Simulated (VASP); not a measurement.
# SiC (P1) in VASP: relaxation of cell and atoms with PBE

Aim: the relaxation of cell and atoms of SiC with PBE.

All numbers are computed with VASP 6.6.1; they aren't measurements. Logs are shortened: lines on timing, memory, paths and dates and some standing lists are left out, and cuts for length are marked.

## Step 1: The cell of the first run

The typed cell holds 8 atoms: a = 2.617 Å, b = 5.169 Å, c = 5.231 Å, α = 88.51°, β = 89.69°, γ = 90.22°.

## Step 2: Relaxation of cell and atoms, PBE

Contents of INCAR:

```
SYSTEM = SiC
PREC = Accurate ; ENCUT = 600
EDIFF = 1E-6 ; ISMEAR = 0
SIGMA = 0.1 ; LREAL = .False.
LASPH = .True. ; NELM = 80
ALGO = Normal ; ISIF = 3
LWAVE = .False. ; LCHARG = .False.
GGA = PE ; IBRION = 2
NSW = 100 ; EDIFFG = -0.015
```

Contents of KPOINTS:

```
regular mesh
0
Gamma
  8 4 4
  0 0 0
```

Contents of POSCAR:

```
SiC
1.0
    2.6172316506     -0.0051013349      0.0070716402
   -0.0102026699      5.1682107608      0.0675202762
    0.0141432804      0.0675202762      5.2309086048
Si C
4 4
Direct
    0.5312677990      0.2639451728      0.2233466755
    0.4786819062      0.2267335144      0.7602086201
    0.5569975651      0.7704488527      0.2740003143
    0.4569584691      0.7720322951      0.7215553920
    1.0039701276      0.4664228140      0.4853813508
    0.9471383224      0.5257514839      0.0169682227
    0.0140256074      0.9806180404      0.5210665377
    0.0109602031     -0.0059521733     -0.0025271130
```

Potentials or basis: VASP PAW PBE potentials, release 64 (Si, C).

Run with:

```console
$ cat potpaw_PBE.64/Si/POTCAR potpaw_PBE.64/C/POTCAR > POTCAR
$ mpirun -np 1 vasp_std > vasp.out
```

OUTCAR:

```text
SYSTEM = SiC
   PREC = Accurate
   ENCUT = 600
   EDIFF = 1E-6
   ISMEAR = 0
   LREAL = .False.
   LASPH = .True.
   NELM = 80
   ISIF = 3
   GGA = PE
   IBRION = 2
   NSW = 100
   EDIFFG = -0.015

 ion  position               nearest neighbor table
   1  0.531  0.264  0.223-   6 2.02   5 2.14   5 2.22   8 2.24   8 2.30   6 2.30   2 2.44   7 2.47
                             7 2.50   3 2.56   3 2.64   2 2.81
   2  0.479  0.227  0.760-   8 2.09   7 2.18   8 2.21   5 2.25   7 2.29   5 2.32   4 2.36   6 2.41
                             1 2.44   6 2.50   1 2.81   4 2.82
   3  0.557  0.770  0.274-   7 2.09   6 2.13   8 2.17   7 2.22   5 2.24   8 2.33   4 2.35   5 2.38
                             6 2.46   1 2.56   1 2.64   4 2.90
   4  0.457  0.772  0.722-   7 1.89   7 2.07   8 2.20   5 2.35   3 2.35   6 2.36   2 2.36   8 2.37
                             6 2.38   5 2.48   2 2.82   3 2.90
   5  0.004  0.466  0.485-   1 2.14   1 2.22   3 2.24   2 2.25   2 2.32   4 2.35   3 2.38   4 2.48

   6  0.947  0.526  0.017-   1 2.02   3 2.13   1 2.30   4 2.36   4 2.38   2 2.41   3 2.46   2 2.50

   7  0.014  0.981  0.521-   4 1.89   4 2.07   3 2.09   2 2.18   3 2.22   2 2.29   1 2.47   1 2.50

   8  0.011  0.994  0.997-   2 2.09   3 2.17   4 2.20   2 2.21   1 2.24   1 2.30   3 2.33   4 2.37

  LATTYP: Found a triclinic cell.
 ALAT       =     5.8369354626
 B/A-ratio  =     0.4483938862
 C/A-ratio  =     0.8855095119
 COS(alpha) =     0.0038875935
 COS(beta)  =     0.0250122149
 COS(gamma) =     0.4435719734

  Lattice vectors:

 A1 = (   2.6030883702,  -0.0726216111,  -5.2238369646)
 A2 = (   2.6172316506,  -0.0051013349,   0.0070716402)
 A3 = (   0.0102026699,  -5.1682107608,  -0.0675202762)

Analysis of symmetry for initial positions (statically):
=====================================================================
 Subroutine PRICEL returns:
 Original cell was already a primitive cell.

 Routine SETGRP: Setting up the symmetry group for a
 triclinic supercell.

 Subroutine GETGRP returns: Found  1 space group operations
 (whereof  1 operations were pure point group operations)
 out of a pool of  2 trial point group operations.

The static configuration has the point symmetry C_1 .

Analysis of symmetry for dynamics (positions and initial velocities):
=====================================================================
 Subroutine PRICEL returns:
 Original cell was already a primitive cell.

 Routine SETGRP: Setting up the symmetry group for a
 triclinic supercell.

 Subroutine GETGRP returns: Found  1 space group operations
 (whereof  1 operations were pure point group operations)
 out of a pool of  2 trial point group operations.

The dynamic configuration has the point symmetry C_1 .

 Subroutine INISYM returns: Found  1 space group operations
 (whereof  1 operations are pure point group operations),
 and found     1 'primitive' translations
[... 129 lines left out ...]
  Fermi-wavevector in a.u.,A,eV,Ry     =   1.256698  2.374815 21.487554  1.579291
  Thomas-Fermi vector in A             =   2.390394
   LORBIT       =      0    0 simple, 1 ext, 2 COOP (PROOUT), +10 PAW based schemes
   GGA     = PE    functional components
   LHFCALC =     F    Hartree Fock is set to
   AEXX    =    0.0000 exact exchange contribution
   IVDW    =     0    specifies the selected vdW correction
   LEPSILON=     F    determine dielectric tensor
   LRPA    =     F    only Hartree local field effects (RPA)
 conjugate gradient relaxation of ions
 non-spin polarized calculation
 Gauss-broadening in eV      SIGMA  =   0.10
  energy-cutoff  :      600.00
  volume of cell :       70.74
 maximum number of plane-waves:      2375
 NGX is ok and might be reduce to    24
   NGX = 11   NGY = 21   NGZ = 21

--------------------------------------- Ionic step        1  -------------------------------------------

 number of electron      32.0000000 magnetization

 Free energy of the ion-electron system (eV)
  ---------------------------------------------------
  ext. energy  EPLUGINS =         0.00000000
  ---------------------------------------------------
  free energy    TOTEN  =       -43.56558179 eV

  energy without entropy =      -43.55384121  energy(sigma->0) =      -43.55971150

------------------------ aborting loop because EDIFF is reached ----------------------------------------

  FORCE on cell =-STRESS in cart. coord.  units (eV):
  Direction    XX          YY          ZZ          XY          YZ          ZX
  --------------------------------------------------------------------------------------
  -------------------------------------------------------------------------------------
  Total        5.1736551      5.9163015      5.9624617     -0.1542059     -0.0808207      0.4484784
  in kB      117.1727678    133.9921992    135.0376339     -3.4924504     -1.8304247     10.1571237
  external PRESSURE =     128.7342003 kB  Pullay stress =       0.0000000 kB
[... 107 lines left out ...]
  FREE ENERGIE OF THE ION-ELECTRON SYSTEM (eV)
  ---------------------------------------------------
  free  energy   TOTEN  =       -44.4371694740 eV

  energy  without entropy=      -44.4245885899  energy(sigma->0) =      -44.43087903

 E-fermi :  10.1599     XC(G=0): -11.7714

 val. band max:       10.1585001761   @ k =   0.0000  -0.0000   0.2500
 cond. band min:      10.2409640056   @ k =   0.0000   0.5000   0.0000
 fundamental gap:      0.0824638296
 Fermi energy:        10.1599029544

 k-point     1 :       0.0000    0.0000    0.0000
  band No.  band energies     occupation
      1      -7.1113      2.00000
      2      -3.8893      2.00000
      3      -2.9922      2.00000
      4      -2.1491      2.00000
      5      -0.2775      2.00000
      6       1.7200      2.00000
[... 565 lines left out ...]
     20      14.5582      0.00000
     21      14.8040      0.00000

 [... further k-points ...]

[... ionic steps 4 to 75 ...]

--------------------------------------- Ionic step       76  -------------------------------------------

 number of electron      31.9999999 magnetization

------------------------ aborting loop because EDIFF is reached ----------------------------------------
[... 79 lines left out ...]
--------------------------------------- Ionic step       78  -------------------------------------------

 number of electron      31.9999999 magnetization

 Free energy of the ion-electron system (eV)
  ---------------------------------------------------
  ext. energy  EPLUGINS =         0.00000000
  ---------------------------------------------------
  free energy    TOTEN  =       -57.29316490 eV

  energy without entropy =      -57.28675819  energy(sigma->0) =      -57.28996154

 E-fermi :   8.7857     XC(G=0): -11.1027

 val. band max:        8.7101114807   @ k =   0.5000   0.5000   0.5000
 cond. band min:       8.7990005304   @ k =   0.0000   0.2500   0.2500
 fundamental gap:      0.0888890497
 Fermi energy:         8.7856539388

 k-point     1 :       0.0000    0.0000    0.0000
  band No.  band energies     occupation
      1      -7.7154      2.00000
      2      -4.8040      2.00000
      3      -4.4254      2.00000
      4      -3.2622      2.00000
      5      -0.9108      2.00000
      6       0.6596      2.00000
[... 602 lines left out ...]
  FREE ENERGIE OF THE ION-ELECTRON SYSTEM (eV)
  ---------------------------------------------------
  free  energy   TOTEN  =       -57.2931648976 eV

  energy  without entropy=      -57.2867581907  energy(sigma->0) =      -57.28996154

 reached required accuracy - stopping structural energy minimisation
```

OSZICAR:

```text
N       E                     dE             d eps       ncg     rms          rms(c)
DAV:   1     0.934457615012E+02    0.93446E+02   -0.16439E+04  2856   0.157E+03
DAV:   2    -0.378583836596E+02   -0.13130E+03   -0.12467E+03  3677   0.223E+02
DAV:   3    -0.459479822738E+02   -0.80896E+01   -0.76977E+01  3761   0.490E+01
[... 671 lines left out ...]
DAV:   3    -0.572929521713E+02    0.32439E-04   -0.61144E-05  3471   0.584E-02    0.160E-02
DAV:   4    -0.572929498070E+02    0.23644E-05   -0.36040E-05  3646   0.365E-02    0.605E-03
DAV:   5    -0.572929494956E+02    0.31133E-06   -0.42333E-06  3189   0.150E-02
  72 F= -.57292949E+02 E0= -.57289744E+02  d E =-.197649E-03
       N       E                     dE             d eps       ncg     rms          rms(c)
DAV:   1    -0.572929641170E+02   -0.14310E-04   -0.22140E-03  2881   0.339E-01    0.127E-02
DAV:   2    -0.572929640423E+02    0.74
```

CONTCAR:

```text
SiC
   1.00000000000000
     3.0023028558461031   -0.5669436877375161    0.2132782373359110
    -1.0317861214740360    6.1945578241654315   -0.0585045126886588
     0.3713777768228027   -0.0212356042586318    4.8930823617133914
  Si              C
     4     4
Direct
     0.5527567604894682    0.3799493958999381    0.2630935554763912
     0.6627653899996706    0.1223781178487989    0.7032966959864401
     0.8003166987506054    0.9079750710038179    0.1720341542492124
     0.2349623092645408    0.6213769868999537    0.7529736103460569
     0.0120703294938937    0.3852905608211661    0.5013563093772891
     0.6890125195661664    0.6193847343717281    0.9937529919423936
     0.6002492770355758    0.8672580142903975    0.5388531135327644
     0.4478667153000772    0.0963871188641993    0.0746395691894468

  0.00000000E+00  0.00000000E+00  0.00000000E+00
  0.00000000E+00  0.00000000E+00  0.00000000E+00
  0.00000000E+00  0.00000000E+00  0.00000000E+00
  0.00000000E+00  0.00000000E+00  0.00000000E+00
  0.00000000E+00  0.00000000E+00  0.00000000E+00
  0.00000000E+00  0.00000000E+00  0.00000000E+00
  0.00000000E+00  0.00000000E+00  0.00000000E+00
  0.00000000E+00  0.00000000E+00  0.00000000E+00
```

Run time: 30 min. Hardware: 1 thread of Intel Xeon 6975P-C (Granite Rapids), shared host; peak memory 0.25 GiB.

What came out:

| Property | Result |
| --- | --- |
| Free energy | -57.2932 eV |
| Relaxed volume | 10.96 Å³/atom |
| Relaxed cell | a = 3.063 Å, b = 6.280 Å, c = 4.907 Å, α = 91.49°, β = 81.70°, γ = 110.14° |
| Space group after relaxing (to 0.05 Å) | P1 (No. 1) |
| Energy gained by relaxing | 1715.9 meV/atom |
| Ionic steps | 78 |
| Pressure after relaxing | 0.0 GPa |
| Largest force after relaxing | 0.009 eV/Å |
| Band gap on the k mesh | zero (band 16 reaches 9.10 eV, above the bottom of band 17 at 8.28 eV) |

Forces on the atoms (eV/Å):
```
Si   0.006  0.004  0.002
Si  -0.001  0.003  0.000
Si   0.003  0.003 -0.007
Si   0.001  0.003 -0.001
C   -0.002 -0.005  0.000
C   -0.001  0.002  0.000
C   -0.004 -0.006  0.005
C   -0.002 -0.003  0.002
```

Step by step:
| step | energy change (eV) | largest force (eV/Å) | pressure (GPa) | volume (Å³) |
| --- | --- | --- | --- | --- |
| 1 | 0.0000 | 2.6012 | 12.87 | 70.74 |
| 3 | -0.8716 | 2.2511 | -11.01 | 80.02 |
| 5 | -3.5463 | 7.1631 | 3.29 | 78.09 |
| 7 | -3.6085 | 5.2528 | -0.58 | 78.29 |
| 9 | -4.9222 | 7.7862 | 14.02 | 76.97 |
| 11 | -6.3154 | 4.9020 | 8.98 | 79.36 |
| 13 | -8.1070 | 2.6769 | -11.99 | 85.56 |
| 15 | -8.8909 | 2.6400 | -10.40 | 84.39 |
| 17 | -10.2183 | 2.5863 | 4.94 | 78.97 |
| 19 | -11.2545 | 3.3088 | 11.16 | 77.48 |
| 21 | -11.8793 | 2.0529 | 3.23 | 80.00 |
| 23 | -12.2385 | 0.9797 | -1.28 | 81.93 |
| 25 | -12.4867 | 0.5510 | 1.36 | 81.91 |
| 27 | -12.5640 | 0.3628 | -0.47 | 83.21 |
| 29 | -12.6060 | 0.3294 | 0.49 | 83.49 |
| 31 | -12.6250 | 0.3006 | 0.42 | 83.90 |
| 33 | -12.6462 | 0.8240 | -0.61 | 85.06 |
| 35 | -12.7347 | 0.9437 | -0.68 | 86.36 |
| 37 | -12.7869 | 1.1160 | -0.49 | 87.34 |
| 39 | -12.8012 | 1.1730 | -0.42 | 87.73 |
| 41 | -12.8448 | 1.2011 | -0.29 | 88.27 |
| 43 | -13.0012 | 0.9809 | 0.02 | 88.52 |
| 45 | -13.0487 | 1.2092 | 0.56 | 88.72 |
| 47 | -13.1765 | 0.9944 | -0.22 | 89.41 |
| 49 | -13.3697 | 1.0224 | -3.26 | 89.94 |
| 51 | -13.3810 | 0.9529 | -3.79 | 90.04 |
| 53 | -13.5199 | 0.7036 | -0.21 | 87.90 |
| 55 | -13.6134 | 0.5750 | 1.18 | 87.13 |
| 57 | -13.6540 | 0.6887 | -0.55 | 87.76 |
| 59 | -13.6868 | 0.5076 | -0.13 | 87.78 |
| 61 | -13.7049 | 0.2976 | 0.25 | 87.68 |
| 63 | -13.7165 | 0.2766 | 0.02 | 87.79 |
| 65 | -13.7225 | 0.2106 | -0.39 | 87.87 |
| 67 | -13.7252 | 0.0829 | 0.20 | 87.61 |
| 69 | -13.7267 | 0.0598 | -0.05 | 87.69 |
| 71 | -13.7272 | 0.0558 | 0.00 | 87.68 |
| 73 | -13.7274 | 0.0392 | 0.01 | 87.67 |
| 75 | -13.7275 | 0.0278 | 0.00 | 87.68 |
| 77 | -13.7276 | 0.0230 | -0.03 | 87.68 |
| 78 | -13.7276 | 0.0086 | 0.01 | 87.66 |

Final structure:
```xyz
8
Lattice="3.0023 -0.5669 0.2133 -1.0318 6.1946 -0.0585 0.3714 -0.0212 4.8931" Properties=species:S:1:pos:R:3 pbc="T T T"
Si    1.3652    2.0347    1.3830
Si    2.1247    0.3674    3.5755
Si    1.5298    5.1671    0.9593
Si    0.3439    3.7000    3.6981
C    -0.1751    2.3692    2.4332
C     1.7986    3.4251    4.9732
C     1.1074    5.0205    2.7139
C     1.2729    0.3416    0.4551
```

Caveat: the volume moved by over 15 % at a fixed basis, so the end points are rough.
